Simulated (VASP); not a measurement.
# Al2Pt (Fm-3m) in VASP: notebook, part 2 of 2

VASP 6.6.1. The steps go on from the part before.

## 4. Single point, HF

File POSCAR:

```
Al2Pt
1.0
    0.0000000000      2.9550000000      2.9550000000
    2.9550000000      0.0000000000      2.9550000000
    2.9550000000      2.9550000000      0.0000000000
Pt Al
1 2
Direct
    0.0000000000      0.0000000000      0.0000000000
    0.7500000000      0.7500000000      0.7500000000
    0.2500000000      0.2500000000      0.2500000000
```

File INCAR.step1:

```
SYSTEM = Al2Pt
ALGO     = Normal         ! electronic algorithm
EDIFF    = 1E-5           ! SCF threshold, eV
ENCUT    = 520            ! plane-wave cutoff, eV
GGA      = PE             ! functional
ISIF     = 2              ! what is computed and relaxed
ISMEAR   = -1             ! smearing method
LASPH    = .True.         ! aspherical terms in the spheres
LCHARG   = .False.        ! write CHGCAR
LREAL    = .False.        ! projectors in reciprocal space
LWAVE    = .True.         ! write WAVECAR
NBANDS   = 15             ! bands
NELM     = 100            ! most SCF steps
PREC     = Accurate       ! precision mode
SIGMA    = 0.05           ! smearing width, eV
```

File INCAR.step2:

```
SYSTEM = Al2Pt
AEXX     = 1.0            ! exact-exchange fraction
AGGAC    = 0.0          
ALDAC    = 0.0          
ALGO     = Normal         ! electronic algorithm
EDIFF    = 1E-6           ! SCF threshold, eV
ENCUT    = 520            ! plane-wave cutoff, eV
GGA      = PE             ! functional
ISIF     = 2              ! what is computed and relaxed
ISMEAR   = -1             ! smearing method
ISTART   = 1            
LASPH    = .True.         ! aspherical terms in the spheres
LCHARG   = .False.        ! write CHGCAR
LHFCALC  = .True.         ! exact exchange
LREAL    = .False.        ! projectors in reciprocal space
LWAVE    = .False.        ! write WAVECAR
NBANDS   = 15             ! bands
NELM     = 100            ! most SCF steps
PREC     = Accurate       ! precision mode
PRECFOCK = Normal       
SIGMA    = 0.05           ! smearing width, eV
```

File KPOINTS:

```
k-points
0
Gamma
  4 4 4
  0 0 0
```

Potentials or basis: VASP PAW PBE potentials, release 64 (Pt, Al).

Started as:

```bash
$ cat potpaw_PBE.64/Pt/POTCAR potpaw_PBE.64/Al/POTCAR > POTCAR
$ cp INCAR.step1 INCAR
$ mpirun -np 1 vasp_std > vasp.out
$ cp INCAR.step2 INCAR
$ mpirun -np 1 vasp_std > vasp.out
```

OUTCAR:

```text
SYSTEM = Al2Pt
   AEXX = 1.0
   EDIFF = 1E-6
   ENCUT = 520
   GGA = PE
   ISIF = 2
   ISMEAR = -1
   ISTART = 1
   LASPH = .True.
   LHFCALC = .True.
   LREAL = .False.
   NELM = 100
   PREC = Accurate
   PRECFOCK = Normal

 ion  position               nearest neighbor table
   1  0.000  0.000  0.000-   2 2.56   2 2.56   2 2.56   2 2.56   3 2.56   3 2.56   3 2.56   3 2.56

   2  0.750  0.750  0.750-   1 2.56   1 2.56   1 2.56   1 2.56   3 2.96   3 2.96   3 2.96   3 2.96
                             3 2.96   3 2.96
   3  0.250  0.250  0.250-   1 2.56   1 2.56   1 2.56   1 2.56   2 2.96   2 2.96   2 2.96   2 2.96
                             2 2.96   2 2.96

  LATTYP: Found a face centered cubic cell.
 ALAT       =     5.9100000000

  Lattice vectors:

 A1 = (   0.0000000000,   2.9550000000,   2.9550000000)
 A2 = (   2.9550000000,   0.0000000000,   2.9550000000)
 A3 = (   2.9550000000,   2.9550000000,   0.0000000000)

Analysis of symmetry for initial positions (statically):
=====================================================================
 Subroutine PRICEL returns:
 Original cell was already a primitive cell.

 Routine SETGRP: Setting up the symmetry group for a
 face centered cubic supercell.

 Subroutine GETGRP returns: Found 48 space group operations
 (whereof 48 operations were pure point group operations)
 out of a pool of 48 trial point group operations.

The static configuration has the point symmetry O_h .

Analysis of symmetry for dynamics (positions and initial velocities):
=====================================================================
 Subroutine PRICEL returns:
 Original cell was already a primitive cell.

 Routine SETGRP: Setting up the symmetry group for a
 face centered cubic supercell.

 Subroutine GETGRP returns: Found 48 space group operations
 (whereof 48 operations were pure point group operations)
 out of a pool of 48 trial point group operations.

The dynamic configuration has the point symmetry O_h .

 Subroutine INISYM returns: Found 48 space group operations
 (whereof 48 operations are pure point group operations),
 and found     1 'primitive' translations

----------------------------------------------------------------------------------------

                                     Primitive cell

  volume of cell :      51.6063

  direct lattice vectors                    reciprocal lattice vectors
     0.000000000  2.955000000  2.955000000    -0.169204738  0.169204738  0.169204738
     2.955000000  0.000000000  2.955000000     0.169204738 -0.169204738  0.169204738
     2.955000000  2.955000000  0.000000000     0.169204738  0.169204738 -0.169204738

  length of vectors
     4.179001077  4.179001077  4.179001077     0.293071203  0.293071203  0.293071203

  position of ions in fractional coordinates (direct lattice)
     0.000000000  0.000000000  0.000000000
     0.750000000  0.750000000  0.750000000
     0.250000000  0.250000000  0.250000000

  ion indices of the primitive-cell ions
[... 43 lines left out ...]
   total plane-waves  NPLWV =  32768
   dimension x,y,z NGX =    32 NGY =   32 NGZ =   32
   dimension x,y,z NGXF=    64 NGYF=   64 NGZF=   64
   ions per type =               1   2
   NGX,Y,Z   is equivalent  to a cutoff of  12.73, 12.73, 12.73 a.u.
   NGXF,Y,Z  is equivalent  to a cutoff of  25.46, 25.46, 25.46 a.u.
 SYSTEM =  Al2Pt
   PREC   = accura    normal or accurate (medium, high low for compatibility)
   ISTART =      1    job   : 0-new  1-cont  2-samecut
   ICHARG =      0    charge: 1-file 2-atom 10-const
   ISPIN  =      1    spin polarized calculation?
   LNONCOLLINEAR =      F non collinear calculations
   LSORBIT =      F    spin-orbit coupling
   LASPH  =      T    aspherical Exc in radial PAW
   ENCUT  =  520.0 eV  38.22 Ry    6.18 a.u.   7.77  7.77  7.77*2*pi/ulx,y,z
   NELM   =    100;   NELMIN=  2; NELMDL=  0     # of ELM steps
   EDIFF  = 0.1E-05   stopping-criterion for ELM
   LREAL  =      F    real-space projection
   EDIFFG = 0.1E-04   stopping-criterion for IOM
   NSW    =      0    number of steps for IOM
   IBRION =     -1    ionic relax: 0-MD 1-quasi-New 2-CG
   NFREE  =      0    steps in history (QN), initial steepest desc. (CG)
   ISIF   =      2    stress and relaxation
   ISYM   =      3    0-nonsym 1-usesym 2-fastsym
   POTIM  = 0.5000    time-step for ionic-motion
   TEBEG  =    0.0;   TEEND  =   0.0 temperature during run
   PSTRESS=    0.0 pullay stress
   NELECT =      16.0000    total number of electrons
   NUPDOWN=      -1.0000    fix difference up-down
   EMIN   =  10.00;   EMAX   =-10.00  energy-range for DOS
   EFERMI =   0.00;   METHOD = LEGACY
   ISMEAR =    -1;   SIGMA  =   0.05  broadening in eV -4-tet -1-fermi 0-gaus
   EFERMI_NEDOS =   21; number of points for ismear=-14 and -15
   IALGO  =     38    algorithm
   IMIX   =      1    mixing-type and parameters
     AMIX     =   0.40;   BMIX     =  1.00
     AMIX_MAG =   1.60;   BMIX_MAG =  1.00
  volume/ion in A,a.u.               =      17.20       116.09
  Fermi-wavevector in a.u.,A,eV,Ry     =   1.108019  2.093853 16.703966  1.227707
  Thomas-Fermi vector in A             =   2.244541
   LORBIT       =      0    0 simple, 1 ext, 2 COOP (PROOUT), +10 PAW based schemes
   GGA     = PE    functional components
   LHFCALC =     T    Hartree Fock is set to
   PRECFOCK=normal    Normal, Fast or Accurate (Low or Medium for compatibility)
   ENCUT4O =  -1.0   cutoff for four orbital integrals eV
   NKREDX  =     1    reduce k-point grid by
   NKREDY  =     1    reduce k-point grid by
   NKREDZ  =     1    reduce k-point grid by
   AEXX    =    1.0000 exact exchange contribution
   HFSCREEN=    0.0000 screening length (either q_TF or 0.3 A-1)
   HFSCREENC=   0.0000 screening length for correlation (either q_TF or 0.3 A-1)
   ENCUTFOCK=  -1.0 apply spherical cutoff to Coloumb kernel
   IVDW    =     0    specifies the selected vdW correction
   LEPSILON=     F    determine dielectric tensor
   LRPA    =     F    only Hartree local field effects (RPA)
 non-spin polarized calculation
  energy-cutoff  :      520.00
  volume of cell :       51.61
 maximum number of plane-waves:      1411
  NGX = 24; NGY = 24; NGZ = 24

 number of electron      16.0000000 magnetization

 Free energy of the ion-electron system (eV)
  ---------------------------------------------------
  ext. energy  EPLUGINS =         0.00000000
  ---------------------------------------------------
  free energy    TOTEN  =       -26.64632353 eV

  energy without entropy =      -26.62368713  energy(sigma->0) =      -26.63500533

 E-fermi :   8.0244     XC(G=0):   0.0000

 val. band max:        7.9800248696   @ k =   0.5000   0.2500   0.0000
 cond. band min:      10.1923345453   @ k =   0.2500   0.2500   0.0000
 fundamental gap:      2.2123096757
 Fermi energy:         8.0243900293

 k-point     1 :       0.0000    0.0000    0.0000
  band No.  band energies     occupation
      1      -8.9920      2.00000
      2      -1.3856      2.00000
      3      -1.3856      2.00000
      4      -1.3856      2.00000
      5      -0.2028      2.00000
      6      -0.2028      2.00000
      7      11.3631      0.00000
      8      16.1738      0.00000
      9      16.1738      0.00000
     10      16.1738      0.00000
     11      18.4380      0.00000
     12      18.4380      0.00000
     13      18.4380      0.00000
     14      19.8724      0.00000
[... 113 lines left out ...]
      2      -3.2352      2.00000
      3      -1.5391      2.00000
      4      -0.9433      2.00000
      5       0.1956      2.00000
      6       0.9059      2.00000
      7       2.1066      2.00000
      8       2.1066      2.00000
      9       5.4630      2.00000
     10      16.8502      0.00000
     11      16.8502      0.00000
     12      19.1218      0.00000
     13      19.8273      0.00000
     14      22.0399      0.00000
     15      22.0399      0.00000

------------------------ aborting loop because EDIFF is reached ----------------------------------------

  FORCE on cell =-STRESS in cart. coord.  units (eV):
  Direction    XX          YY          ZZ          XY          YZ          ZX
  --------------------------------------------------------------------------------------
  -------------------------------------------------------------------------------------
  Total        2.2807751      2.2807751      2.2807751     -0.0000000      0.0000000     -0.0000000
  in kB       70.8093481     70.8093481     70.8093481     -0.0000000      0.0000000     -0.0000000
  external PRESSURE =      70.8093481 kB  Pullay stress =       0.0000000 kB

 VOLUME and BASIS-vectors are now :
 -----------------------------------------------------------------------------
  energy-cutoff  :      520.00
  volume of cell :       51.61
      direct lattice vectors                 reciprocal lattice vectors
     0.000000000  2.955000000  2.955000000    -0.169204738  0.169204738  0.169204738
     2.955000000  0.000000000  2.955000000     0.169204738 -0.169204738  0.169204738
     2.955000000  2.955000000  0.000000000     0.169204738  0.169204738 -0.169204738

 POSITION                                       TOTAL-FORCE (eV/Angst)
 -----------------------------------------------------------------------------------
      0.00000      0.00000      0.00000        -0.000000      0.000000     -0.000000
      4.43250      4.43250      4.43250        -0.000000     -0.000000     -0.000000
      1.47750      1.47750      1.47750         0.000000      0.000000      0.000000
 -----------------------------------------------------------------------------------
    total drift:                                0.000000      0.000000      0.000000

  FREE ENERGIE OF THE ION-ELECTRON SYSTEM (eV)
  ---------------------------------------------------
  free  energy   TOTEN  =       -26.6463235277 eV

  energy  without entropy=      -26.6236871308  energy(sigma->0) =      -26.63500533
```

Wall time 26 min (1 thread of AMD EPYC 7R13, shared host); peak memory 0.16 GiB.

What came out:

* Free energy: -26.6463 eV
* Pressure: 7.1 GPa
* Band gap on the k mesh: zero (bands 8 and 9 overlap by 11.00 eV)

Caveat: the k points lie up to 0.46 Å⁻¹ apart, too coarse for converged energies and pressures of a metal; the PAW data sets were made with another functional, which shifts forces and pressure a little; spin-orbit coupling is left out, which moves the levels of the heavy elements.

## 5. Overview

| level | share of exact exchange | gap on the mesh (eV) | pressure (GPa) |
| --- | --- | --- | --- |
| r2SCANh | 0.1 | none | -0.9 |
| r2SCAN50 | 0.5 | none | -3.7 |
| HF | 1 | none | 7.1 |

Alike in all rows: task single point; potentials or basis VASP PAW PBE potentials, release 64 (Pt, Al); no spin polarisation; cell as given; k mesh 4 × 4 × 4; cutoff (eV) 520; smearing fermi-dirac 0.05 eV.

Caveats: all runs use coarse meshes; the PAW data sets were made with another functional, which shifts forces and pressure a little; spin-orbit coupling is left out, which moves the levels of the heavy elements.

Absolute energies hang on the potentials; compare differences alone.
